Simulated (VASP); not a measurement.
# Al3N4 in VASP: a series of runs, part 2 of 2

VASP 6.6.1.

## (4) Single point, LDA

Input file INCAR:

```
SYSTEM = Al3N4
ALGO = Normal ; EDIFF = 1E-6
ENCUT = 520 ; GGA = CA
ISIF = 2 ; ISMEAR = -1
LASPH = .True. ; LCHARG = .False.
LREAL = .False. ; LWAVE = .False.
NBANDS = 42 ; NELM = 60
PREC = Accurate ; SIGMA = 0.02
```

Input file KPOINTS:

```
k-points
0
Gamma
  2 2 1
  0 0 0
```

Input file POSCAR:

```
Al3N4
1.0
    5.3866780000      0.0000000000      0.0000000000
   -2.6933390000      5.2171280000      0.0000000000
    0.0000000000      0.0000000000     17.2778170000
Al N
6 8
Direct
    0.6666632013      0.0000000000      0.0578776821
    0.1621473875      0.4834652322      0.0766995043
    0.1223289509     -0.0130148235      0.1431199323
    0.6092319909      0.4693195183      0.1505745778
    0.6664444440     -0.0374918921      0.2151197689
    0.1522946696      0.4590073312      0.2368354752
    0.5164619876      0.6601524824      0.0581786461
    1.0370943979      0.1644774673      0.0680988808
    0.0100469519      0.6171594793      0.1581391908
    0.5249660821      0.1141049252      0.1444453313
    0.5049160295      0.6177536760      0.2240213564
    0.0345020400      0.1486450016      0.2350991448
    0.9690610043      0.6478276937      0.3416461698
    1.0845704514      0.6261490997      0.3889438116
```

Potentials or basis: VASP PAW LDA potentials, release 64 (Al, N).

Started as:

```sh
$ cat potpaw_LDA.64/Al/POTCAR potpaw_LDA.64/N/POTCAR > POTCAR
$ mpirun -np 1 vasp_std > vasp.out
```

OUTCAR:

```text
SYSTEM = Al3N4
   EDIFF = 1E-6
   ENCUT = 520
   GGA = CA
   ISIF = 2
   ISMEAR = -1
   LASPH = .True.
   LREAL = .False.
   NELM = 60
   PREC = Accurate

 ion  position               nearest neighbor table
   1  0.667  0.000  0.058-   7 1.78   8 1.78  10 1.93   5 2.73   2 2.89   3 2.89   2 3.02   3 3.25
                             4 3.32
   2  0.162  0.483  0.077-   8 1.68   7 1.73   9 1.96   4 2.76   6 2.77   1 2.89   1 3.02   3 3.05
                             4 3.21   3 3.27
   3  0.122  0.987  0.143-   8 1.85  10 1.94   9 1.99  12 2.02   5 2.70   4 2.85   1 2.89   4 3.03
                             2 3.05   6 3.15   5 3.25   1 3.25   2 3.27
   4  0.609  0.469  0.151-  11 1.77  10 1.92   9 1.93   7 2.14   2 2.76   3 2.85   6 2.85   5 2.98
                             3 3.03   2 3.21   6 3.31   5 3.32   1 3.32
   5  0.666  0.963  0.215-  12 1.80  11 1.81  10 1.87   3 2.70   1 2.73   6 2.91   4 2.98   6 3.01
                             3 3.25   4 3.32
   6  0.152  0.459  0.237-  12 1.63  11 1.70   9 1.99  13 2.55   2 2.77   4 2.85   5 2.91   5 3.01
                             3 3.15   4 3.31
   7  0.516  0.660  0.058-   2 1.73   1 1.78   4 2.14
   8  0.037  0.164  0.068-   2 1.68   1 1.78   3 1.85
   9  0.010  0.617  0.158-   4 1.93   2 1.96   3 1.99   6 1.99
  10  0.525  0.114  0.144-   5 1.87   4 1.92   1 1.93   3 1.94
  11  0.505  0.618  0.224-   6 1.70   4 1.77   5 1.81
  12  0.035  0.149  0.235-   6 1.63   5 1.80   3 2.02
  13  0.969  0.648  0.342-  14 1.07   6 2.55
  14  0.085  0.626  0.389-  13 1.07

  LATTYP: Found a base centered orthorhombic cell.
 ALAT       =     5.3866780000
 B/A-ratio  =     1.9370483998
 C/A-ratio  =     3.2075087837

  Lattice vectors:

 A1 = (   2.6933390000,  -5.2171280000,   0.0000000000)
 A2 = (   2.6933390000,   5.2171280000,   0.0000000000)
 A3 = (   0.0000000000,   0.0000000000,  17.2778170000)

Analysis of symmetry for initial positions (statically):
=====================================================================
 Subroutine PRICEL returns:
 Original cell was already a primitive cell.

 Routine SETGRP: Setting up the symmetry group for a
 base centered orthorhombic supercell.

 Subroutine GETGRP returns: Found  1 space group operations
 (whereof  1 operations were pure point group operations)
 out of a pool of  8 trial point group operations.

The static configuration has the point symmetry C_1 .

Analysis of symmetry for dynamics (positions and initial velocities):
=====================================================================
 Subroutine PRICEL returns:
 Original cell was already a primitive cell.

 Routine SETGRP: Setting up the symmetry group for a
 base centered orthorhombic supercell.

 Subroutine GETGRP returns: Found  1 space group operations
 (whereof  1 operations were pure point group operations)
 out of a pool of  8 trial point group operations.

The dynamic configuration has the point symmetry C_1 .

 Subroutine INISYM returns: Found  1 space group operations
 (whereof  1 operations are pure point group operations),
 and found     1 'primitive' translations

----------------------------------------------------------------------------------------

[... 79 lines left out ...]
   total plane-waves  NPLWV = 268800
   dimension x,y,z NGX =    40 NGY =   48 NGZ =  140
   dimension x,y,z NGXF=    80 NGYF=   96 NGZF=  280
   ions per type =               6   8
   NGX,Y,Z   is equivalent  to a cutoff of  12.34, 13.59, 13.47 a.u.
   NGXF,Y,Z  is equivalent  to a cutoff of  24.69, 27.18, 26.94 a.u.
 SYSTEM =  Al3N4
   PREC   = accura    normal or accurate (medium, high low for compatibility)
   ISTART =      0    job   : 0-new  1-cont  2-samecut
   ICHARG =      2    charge: 1-file 2-atom 10-const
   ISPIN  =      1    spin polarized calculation?
   LNONCOLLINEAR =      F non collinear calculations
   LSORBIT =      F    spin-orbit coupling
   LASPH  =      T    aspherical Exc in radial PAW
   ENCUT  =  520.0 eV  38.22 Ry    6.18 a.u.  10.02 10.92 32.13*2*pi/ulx,y,z
   NELM   =     60;   NELMIN=  2; NELMDL= -5     # of ELM steps
   EDIFF  = 0.1E-05   stopping-criterion for ELM
   LREAL  =      F    real-space projection
   EDIFFG = 0.1E-04   stopping-criterion for IOM
   NSW    =      0    number of steps for IOM
   IBRION =     -1    ionic relax: 0-MD 1-quasi-New 2-CG
   NFREE  =      0    steps in history (QN), initial steepest desc. (CG)
   ISIF   =      2    stress and relaxation
   ISYM   =      2    0-nonsym 1-usesym 2-fastsym
   POTIM  = 0.5000    time-step for ionic-motion
   TEBEG  =    0.0;   TEEND  =   0.0 temperature during run
   PSTRESS=    0.0 pullay stress
   NELECT =      58.0000    total number of electrons
   NUPDOWN=      -1.0000    fix difference up-down
   EMIN   =  10.00;   EMAX   =-10.00  energy-range for DOS
   EFERMI =   0.00;   METHOD = LEGACY
   ISMEAR =    -1;   SIGMA  =   0.02  broadening in eV -4-tet -1-fermi 0-gaus
   EFERMI_NEDOS =   21; number of points for ismear=-14 and -15
   IALGO  =     38    algorithm
   IMIX   =      4    mixing-type and parameters
     AMIX     =   0.40;   BMIX     =  1.00
     AMIX_MAG =   1.60;   BMIX_MAG =  1.00
  volume/ion in A,a.u.               =      34.68       234.05
  Fermi-wavevector in a.u.,A,eV,Ry     =   0.806251  1.523594  8.844345  0.650041
  Thomas-Fermi vector in A             =   1.914649
   LORBIT       =      0    0 simple, 1 ext, 2 COOP (PROOUT), +10 PAW based schemes
   GGA     = CA    functional components
   LHFCALC =     F    Hartree Fock is set to
   AEXX    =    0.0000 exact exchange contribution
   IVDW    =     0    specifies the selected vdW correction
   LEPSILON=     F    determine dielectric tensor
   LRPA    =     F    only Hartree local field effects (RPA)
 non-spin polarized calculation
  energy-cutoff  :      520.00
  volume of cell :      485.56
 maximum number of plane-waves:     13090
   NGX = 21   NGY = 21   NGZ = 65

 number of electron      58.0000000 magnetization

 Free energy of the ion-electron system (eV)
  ---------------------------------------------------
  ext. energy  EPLUGINS =         0.00000000
  ---------------------------------------------------
  free energy    TOTEN  =      -103.46099607 eV

  energy without entropy =     -103.46099607  energy(sigma->0) =     -103.46099607

 E-fermi :  -0.8311     XC(G=0):  -4.4406

 val. band max:       -1.2896842704   @ k =   0.5000   0.5000   0.0000
 cond. band min:      -0.3814772594   @ k =   0.0000   0.0000   0.0000
 fundamental gap:      0.9082070109
 Fermi energy:        -0.8310620891

 k-point     1 :       0.0000    0.0000    0.0000
  band No.  band energies     occupation
      1     -26.4034      2.00000
      2     -16.5693      2.00000
      3     -15.0395      2.00000
      4     -14.7287      2.00000
      5     -14.4505      2.00000
      6     -14.1448      2.00000
[... 165 lines left out ...]
     40       4.3686      0.00000
     41       4.6412      0.00000
 [bands above 41 left out]

------------------------ aborting loop because EDIFF is reached ----------------------------------------

  FORCE on cell =-STRESS in cart. coord.  units (eV):
  Direction    XX          YY          ZZ          XY          YZ          ZX
  --------------------------------------------------------------------------------------
  -------------------------------------------------------------------------------------
  Total        4.2855679      8.5188458      1.1553336     12.1444453      0.7099537      0.3595381
  in kB       14.1409173     28.1092956      3.8122082     40.0725416      2.3426059      1.1863537
  external PRESSURE =      15.3541404 kB  Pullay stress =       0.0000000 kB

 VOLUME and BASIS-vectors are now :
 -----------------------------------------------------------------------------
  energy-cutoff  :      520.00
  volume of cell :      485.56
      direct lattice vectors                 reciprocal lattice vectors
     5.386678000  0.000000000  0.000000000     0.185643174  0.095838170  0.000000000
    -2.693339000  5.217128000  0.000000000     0.000000000  0.191676340  0.000000000
     0.000000000  0.000000000 17.277817000     0.000000000  0.000000000  0.057877682

 POSITION                                       TOTAL-FORCE (eV/Angst)
 -----------------------------------------------------------------------------------
      3.59110      0.00000      1.00000         0.195883     -0.934658      1.406667
     -0.42870      2.52230      1.32520        -1.142552      2.654280      1.314733
     -1.99934      5.14923      2.47280         1.524850     -0.350883      1.317141
      2.01770      2.44850      2.60160         2.071899      0.824172     -1.186495
      0.99756      5.02153      3.71680         0.071276     -0.325863      0.011332
     -0.41590      2.39470      4.09200        -2.081210      3.581883     -1.341225
      1.00400      3.44410      1.00520         1.235822      0.365636     -0.104834
     -0.24318      0.85810      1.17660        -0.037548     -2.955278     -0.869994
     -1.60810      3.21980      2.73230        -0.682718      0.229487     -0.983111
      2.52050      0.59530      2.49570        -1.720259      0.443265     -0.777343
      1.05600      3.22290      3.87060         0.717456      1.982953      1.389004
     -0.21450      0.77550      4.06200        -0.293591     -5.508812     -0.270812
      3.47520      3.37980      5.90290        -3.909346      0.580404     -5.192186
     -1.23088      3.26670      6.72010         4.050038     -0.586587      5.287124
 -----------------------------------------------------------------------------------
    total drift:                                0.000045     -0.000657     -0.000005

  FREE ENERGIE OF THE ION-ELECTRON SYSTEM (eV)
  ---------------------------------------------------
  free  energy   TOTEN  =      -103.4609960707 eV

  energy  without entropy=     -103.4609960706  energy(sigma->0) =     -103.46099607
```

Wall time 1.8 min (1 thread of Intel Xeon 6975P-C (Granite Rapids), shared host); peak memory 0.43 GiB.

What came out:

```
Free energy            : -103.4610 eV
Largest force          : 6.686 eV/Å
Band gap on the k mesh : 0.91 eV, indirect (least direct gap 0.93 eV)
```

Forces in eV/Å, atoms in the order of the input:
```
Al   0.196 -0.935  1.407
Al  -1.143  2.654  1.315
Al   1.525 -0.351  1.317
Al   2.072  0.824 -1.186
Al   0.071 -0.326  0.011
Al  -2.081  3.582 -1.341
N    1.236  0.366 -0.105
N   -0.038 -2.955 -0.870
N   -0.683  0.229 -0.983
N   -1.720  0.443 -0.777
N    0.717  1.983  1.389
N   -0.294 -5.509 -0.271
N   -3.909  0.580 -5.192
N    4.050 -0.587  5.287
```

Caveat: the k points lie up to 0.66 Å⁻¹ apart; the standard files for N, O and F lose accuracy on very short bonds.

## (5) Single point, LDA

Input file INCAR:

```
ALGO = Normal
EDIFF = 1E-6
ENCUT = 520
GGA = CA
ISIF = 2
ISMEAR = -1
LASPH = True
LCHARG = False
LREAL = False
LWAVE = False
NBANDS = 42
NELM = 60
PREC = Accurate
SIGMA = 0.02
```

Input file KPOINTS:

```
k-points
0
Gamma
  2 2 1
```

Input file POSCAR:

```
Al3N4
1.0
    5.3866780000      0.0000000000      0.0000000000
   -2.6933390000      5.2171280000      0.0000000000
    0.0000000000      0.0000000000     17.2778170000
Al N
6 8
Direct
    0.6666632013      0.0000000000      0.0578776821
    0.1623147832      0.4964608881      0.0576866858
    0.0943964576     -0.0214294148      0.1395141527
    0.6163101098      0.4926465289      0.1371411678
    0.5763959222     -0.0700768699      0.2167056174
    0.1018858612      0.4273232322      0.2213068931
    0.5156592910      0.6581015455      0.0476449079
    1.0293066023      0.1562162170      0.0646435832
    0.0252754389      0.6305001526      0.1380498474
    0.4984178029      0.1234587306      0.1373032253
    0.4692880176      0.5809901540      0.2218740944
   -0.0672344764      0.0675850775      0.2295718261
    1.0804079795      0.6323785807      0.3308751331
    0.9479839340      0.5400672554      0.3802853103
```

Started as:

```sh
$ cat potpaw_LDA.64/Al/POTCAR potpaw_LDA.64/N/POTCAR > POTCAR
$ mpirun -np 1 vasp_std > vasp.out
```

It took 1.7 min on 1 thread of Intel Xeon 6975P-C (Granite Rapids), shared host; peak memory 0.43 GiB.

It converged, with:

- Free energy: -104.1812 eV
- Largest force: 3.767 eV/Å
- Band gap on the k mesh: 0.86 eV, direct

Forces on the atoms (eV/Å):
```
Al  -1.146 -0.986  1.317
Al  -1.020 -0.962  1.609
Al   1.536  0.401  1.245
Al   0.581 -0.423 -0.332
Al  -0.025 -1.028 -1.368
Al   0.019 -1.074 -1.415
N    1.877  1.114  0.075
N   -0.334  1.156 -1.462
N   -1.840 -0.976  0.236
N   -0.467 -0.120 -0.014
N   -0.210  0.737 -0.056
N    1.425  2.306  0.098
N    1.164  1.281 -3.052
N   -1.559 -1.427  3.118
```

Levels at points of the mesh, in eV from the valence-band top:
| k point | band 27 | band 28 | band 29 | band 30 | band 31 | band 32 |
| --- | --- | --- | --- | --- | --- | --- |
| (0.00, 0.00, 0.00) | -0.67 | -0.39 | -0.06 | 0.91 | 1.07 | 1.74 |
| (0.50, 0.00, 0.00) | -1.17 | -0.36 | -0.17 | 1.07 | 1.78 | 2.06 |
| (0.50, 0.50, 0.00) | -0.69 | -0.38 | 0.00 | 0.86 | 1.76 | 1.82 |
| (0.00, 0.50, 0.00) | -0.77 | -0.46 | -0.30 | 1.03 | 1.74 | 2.05 |

Caveat: the k points lie up to 0.66 Å⁻¹ apart; the standard files for N, O and F lose accuracy on very short bonds.
